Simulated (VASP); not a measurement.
System: Mg7FeS8 (a cell with a defect).

```xyz
16
Lattice="0.0000 5.1820 5.1820 5.1820 0.0000 5.1820 5.1820 5.1820 0.0000" Properties=species:S:1:pos:R:3 pbc="T T T"
S     2.6086    5.2067    5.2158
S     7.8144    5.2124    5.1826
S     5.1839    2.5975    5.1924
S     5.1996    7.7395    5.1563
S     5.2250    5.1884    2.5884
S     5.2054    5.1941    7.7437
S     2.6042    2.6014    2.5746
S     7.7837    7.7661    7.8037
Mg    5.1711    5.1773    0.0163
Mg    7.7462    2.6045    5.1981
Mg    7.7700    7.7603    5.2068
Mg    2.6442    5.1859    7.8047
Mg    7.7482    5.2001    7.7457
Mg   10.3407    7.7471    7.7582
Mg    5.1907    2.6224    2.5889
Fe    5.1935    5.1830    5.1540
```

Base run:

- Program: VASP 6.6.1
- Functional: PBEsol
- Potentials or basis: VASP PAW PBE potentials, release 64 (S, Mg, Fe)
- Cutoff: 520 eV
- k mesh: 2 × 2 × 2, shifted
- Occupations: fermi-dirac, width 0.05 eV
- Spin: no spin polarisation

Its results: band gap on the k mesh 0.29 eV; pressure -3.7 GPa; largest force 1.053 eV/Å.

Question: After a change of settings the same cell gave: band gap on the k mesh 0.02 eV; pressure -3.3 GPa; largest force 1.045 eV/Å. Which change was it?
A. cutoff from 520 eV to 400 eV; further incar settings from LREAL = Auto; ALGO = Normal; EDIFF = 1e-06; NBANDS = 49 to LREAL = Auto; ALGO = Normal; EDIFF = 1e-06; NBANDS = 49; ISYM = -1
B. k mesh from 2 × 2 × 2, shifted to 2 × 2 × 2, through Γ
C. functional from PBEsol to PBE0; cutoff from 520 eV to 400 eV; further incar settings from LREAL = Auto; ALGO = Normal; EDIFF = 1e-06; NBANDS = 49 to LREAL = Auto; ALGO = Normal; EDIFF = 1e-06; NBANDS = 49; ISYM = -1

Answer: B.

Caveats: some runs use coarse meshes; semilocal functionals underestimate gaps, and a narrow one can read as zero; the PAW data sets were made with another functional, which shifts forces and pressure a little; the smearing spreads over this small gap (at least some runs).
